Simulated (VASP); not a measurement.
# Nb3Sn: single point with PBE

The system is Nb3Sn.

```
Nb Sn
1.0
     5.47386    0.00000    0.00000
     0.00000    5.47386    0.00000
     0.00000    0.00000    5.47386
Nb Sn
6 2
Direct
  0.25000 0.00000 0.50000
  0.50000 0.75000 0.00000
  0.75000 0.00000 0.50000
  0.50000 0.25000 0.00000
  0.00000 0.50000 0.75000
  0.00000 0.50000 0.25000
  0.00000 0.00000 0.00000
  0.50000 0.50000 0.50000
```

```yaml
Program: VASP 6.6.1
Task: single point
Functional: PBE
Potentials_or_basis: VASP PAW PBE potentials, release 64 (Nb_sv, Sn_d)
Cutoff: 500 eV
k_mesh: 8 × 8 × 8
Occupations: gaussian, width 0.1 eV
Spin: no spin polarisation
Dipole_correction: no
Further_INCAR_settings: ALGO = Normal; EDIFF = 1e-06; NBANDS = 63
```

- Pressure: -11.9 GPa
- Band gap on the k mesh: zero (bands 53 and 54 overlap by 0.66 eV)

Levels at points of the mesh, in eV from the Fermi level:
```csv
k point,band 49,band 50,band 51,band 52,band 53,band 54,band 55,band 56,band 57,band 58
"(0.00, 0.00, 0.00)",-1.12,-0.46,-0.46,-0.46,-0.05,-0.05,1.85,2.12,2.12,2.12
"(0.50, 0.00, 0.00)",-0.83,-0.83,-0.69,-0.69,-0.42,-0.42,1.30,1.30,1.96,1.96
"(0.50, 0.50, 0.00)",0.05,0.05,0.08,0.24,0.24,0.53,0.53,0.57,0.72,0.90
"(0.50, 0.50, 0.50)",0.05,0.05,0.05,0.05,0.05,0.05,0.09,0.09,0.09,0.09
```

Wall time 10 min on 1 thread of Oxide Virtual Turin-like Processor (shared host), peak memory 0.36 GiB.

Caveat: the cell stands under tension; spin-orbit coupling is left out, which moves the levels of the heavy elements.
